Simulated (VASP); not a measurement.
# InSb (CsCl type) (Pm-3m) in VASP: notebook, part 2 of 2

VASP 6.6.1.

### Step 4. Single point, PBE (volume scaled by 0.94)

INCAR

```
ALGO = Normal
EDIFF = 1E-6
ENCUT = 520
GGA = PE
ISIF = 2
ISMEAR = -1
LASPH = T
LCHARG = T
LELF = T
LREAL = F
LVHAR = T
LWAVE = F
NBANDS = 16
NELM = 60
PREC = Accurate
SIGMA = 0.08
```

KPOINTS

```
k-points
0
Gamma
  11 11 11
```

POSCAR

```
InSb
1.0
    3.7285684006      0.0000000000      0.0000000000
    0.0000000000      3.7285684006      0.0000000000
    0.0000000000      0.0000000000      3.7285684006
In Sb
1 1
Direct
    0.0000000000      0.0000000000      0.0000000000
    0.5000000000      0.5000000000      0.5000000000
```

Potentials or basis: VASP PAW PBE potentials, release 64 (In_d, Sb).

Started as:

```console
$ cat potpaw_PBE.64/In_d/POTCAR potpaw_PBE.64/Sb/POTCAR > POTCAR
$ mpirun -np 1 vasp_std > vasp.out
```

OUTCAR:

```text
EDIFF = 1E-6
   ENCUT = 520
   GGA = PE
   ISIF = 2
   ISMEAR = -1
   LASPH = T
   LREAL = F
   NELM = 60
   PREC = Accurate

 ion  position               nearest neighbor table
   1  0.000  0.000  0.000-   2 3.23   2 3.23   2 3.23   2 3.23   2 3.23   2 3.23   2 3.23   2 3.23

   2  0.500  0.500  0.500-   1 3.23   1 3.23   1 3.23   1 3.23   1 3.23   1 3.23   1 3.23   1 3.23

  LATTYP: Found a simple cubic cell.
 ALAT       =     3.7285684006

  Lattice vectors:

 A1 = (   3.7285684006,   0.0000000000,   0.0000000000)
 A2 = (   0.0000000000,   3.7285684006,   0.0000000000)
 A3 = (   0.0000000000,   0.0000000000,   3.7285684006)

Analysis of symmetry for initial positions (statically):
=====================================================================
 Subroutine PRICEL returns:
 Original cell was already a primitive cell.

 Routine SETGRP: Setting up the symmetry group for a
 simple cubic supercell.

 Subroutine GETGRP returns: Found 48 space group operations
 (whereof 48 operations were pure point group operations)
 out of a pool of 48 trial point group operations.

The static configuration has the point symmetry O_h .

Analysis of symmetry for dynamics (positions and initial velocities):
=====================================================================
 Subroutine PRICEL returns:
 Original cell was already a primitive cell.

 Routine SETGRP: Setting up the symmetry group for a
 simple cubic supercell.

 Subroutine GETGRP returns: Found 48 space group operations
 (whereof 48 operations were pure point group operations)
 out of a pool of 48 trial point group operations.
[... 106 lines left out ...]
   NFREE  =      0    steps in history (QN), initial steepest desc. (CG)
   ISIF   =      2    stress and relaxation
   ISYM   =      2    0-nonsym 1-usesym 2-fastsym
   POTIM  = 0.5000    time-step for ionic-motion
   TEBEG  =    0.0;   TEEND  =   0.0 temperature during run
   PSTRESS=    0.0 pullay stress
   NELECT =      18.0000    total number of electrons
   NUPDOWN=      -1.0000    fix difference up-down
   EMIN   =  10.00;   EMAX   =-10.00  energy-range for DOS
   EFERMI =   0.00;   METHOD = LEGACY
   ISMEAR =    -1;   SIGMA  =   0.08  broadening in eV -4-tet -1-fermi 0-gaus
   EFERMI_NEDOS =   21; number of points for ismear=-14 and -15
   IALGO  =     38    algorithm
   IMIX   =      4    mixing-type and parameters
     AMIX     =   0.40;   BMIX     =  1.00
     AMIX_MAG =   1.60;   BMIX_MAG =  1.00
  volume/ion in A,a.u.               =      25.92       174.90
  Fermi-wavevector in a.u.,A,eV,Ry     =   1.150686  2.174482 18.015183  1.324079
  Thomas-Fermi vector in A             =   2.287348
   LORBIT       =      0    0 simple, 1 ext, 2 COOP (PROOUT), +10 PAW based schemes
   GGA     = PE    functional components
   LHFCALC =     F    Hartree Fock is set to
   AEXX    =    0.0000 exact exchange contribution
   IVDW    =     0    specifies the selected vdW correction
   LEPSILON=     F    determine dielectric tensor
   LRPA    =     F    only Hartree local field effects (RPA)
 non-spin polarized calculation
  energy-cutoff  :      520.00
  volume of cell :       51.84
 maximum number of plane-waves:      1415
 NGX is ok and might be reduce to    28
   NGX = 13   NGY = 13   NGZ = 13

 number of electron      18.0000012 magnetization

 Free energy of the ion-electron system (eV)
  ---------------------------------------------------
  ext. energy  EPLUGINS =         0.00000000
  ---------------------------------------------------
  free energy    TOTEN  =        -6.46403294 eV

  energy without entropy =       -6.43366186  energy(sigma->0) =       -6.44884740

 E-fermi :   8.2115     XC(G=0): -10.3468

 val. band max:        8.1459802767   @ k =   0.4545   0.3636   0.1818
 cond. band min:       8.2117091033   @ k =   0.3636   0.2727   0.1818
 fundamental gap:      0.0657288266
 Fermi energy:         8.2114911571

 k-point     1 :       0.0000    0.0000    0.0000
  band No.  band energies     occupation
      1      -6.3719      2.00000
      2      -6.3719      2.00000
      3      -6.2435      2.00000
      4      -6.2435      2.00000
      5      -6.2435      2.00000
      6      -3.5286      2.00000
[... 433 lines left out ...]
      3      -6.2863      2.00000
      4      -6.2797      2.00000
      5      -6.2497      2.00000
      6      -2.6225      2.00000
[... 8 lines left out ...]
     15      16.7903      0.00000
     16      18.2047      0.00000

 [... further k-points ...]
[... 5 lines left out ...]
  --------------------------------------------------------------------------------------
  -------------------------------------------------------------------------------------
  Total        1.0236951      1.0236951      1.0236951      0.0000000      0.0000000     -0.0000000
  in kB       31.6413396     31.6413396     31.6413396      0.0000000      0.0000000     -0.0000000
  external PRESSURE =      31.6413396 kB  Pullay stress =       0.0000000 kB

 VOLUME and BASIS-vectors are now :
 -----------------------------------------------------------------------------
  energy-cutoff  :      520.00
  volume of cell :       51.84
      direct lattice vectors                 reciprocal lattice vectors
     3.728568401  0.000000000  0.000000000     0.268199452  0.000000000  0.000000000
     0.000000000  3.728568401  0.000000000     0.000000000  0.268199452  0.000000000
     0.000000000  0.000000000  3.728568401     0.000000000  0.000000000  0.268199452

 POSITION                                       TOTAL-FORCE (eV/Angst)
 -----------------------------------------------------------------------------------
      0.00000      0.00000      0.00000         0.000000      0.000000      0.000000
      1.86428      1.86428      1.86428         0.000000      0.000000      0.000000
 -----------------------------------------------------------------------------------
    total drift:                               -0.000000      0.000000     -0.000000

  FREE ENERGIE OF THE ION-ELECTRON SYSTEM (eV)
  ---------------------------------------------------
  free  energy   TOTEN  =        -6.4640329357 eV

  energy  without entropy=       -6.4336618618  energy(sigma->0) =       -6.44884740
```

stdout:

```text
POSCAR found type information on POSCAR InSb
 POSCAR found :  2 types and       2 ions
 scaLAPACK will be used
 LDA part: xc-table for (Slater+PW92), standard interpolation
 POSCAR, INCAR and KPOINTS ok, starting setup
 FFT: planning ... GRIDC
 FFT: planning ... GRID_SOFT
 FFT: planning ... GRID
 WAVECAR not read
 entering main loop
```

It took 27 s on 1 thread of Intel Xeon Platinum 8259CL at 2.50GHz (Skylake/Cascade Lake), shared host; peak memory 0.18 GiB.

Results:

```yaml
Free_energy: -6.4640 eV
Pressure: 3.2 GPa
Band_gap_on_the_k_mesh: zero (band 9 reaches 9.50 eV, above the bottom of band 10 at 6.06 eV)
```

Caveat: spin-orbit coupling is left out, which moves the levels of the heavy elements.

### Step 5. Single point, PBE (volume scaled by 0.94)

INCAR

```
SYSTEM = InSb
PREC = Accurate ; ENCUT = 520
EDIFF = 1E-7 ; ISMEAR = -1
SIGMA = 0.08 ; LREAL = .False.
LASPH = .True. ; NELM = 60
ALGO = Normal ; ISIF = 2
LWAVE = .False. ; LCHARG = .True.
GGA = PE ; LELF = .True.
LVHAR = .True. ; NBANDS = 16
```

KPOINTS

```
Automatic mesh
0
Gamma
  11 11 11
  0 0 0
```

POSCAR is that of step 4.

Started as:

```console
$ cat potpaw_PBE.64/In_d/POTCAR potpaw_PBE.64/Sb/POTCAR > POTCAR
$ mpirun -np 1 vasp_std > vasp.out
```

Run time: 33 s. Hardware: 1 thread of Intel Xeon Platinum 8259CL at 2.50GHz (Skylake/Cascade Lake), shared host; peak memory 0.19 GiB.

The run converged. Its results:

```
Free energy            : -6.4640 eV
Pressure               : 3.2 GPa
Band gap on the k mesh : zero (band 9 reaches 9.50 eV, above the bottom of band 10 at 6.06 eV)
```

Levels at points of the mesh, in eV from the Fermi level:
| k point | band 6 | band 7 | band 8 | band 9 | band 10 | band 11 | band 12 | band 13 |
| --- | --- | --- | --- | --- | --- | --- | --- | --- |
| (0.00, 0.00, 0.00) | -11.74 | -1.86 | -0.70 | -0.70 | -0.70 | 4.07 | 4.07 | 8.78 |

Caveat: spin-orbit coupling is left out, which moves the levels of the heavy elements.
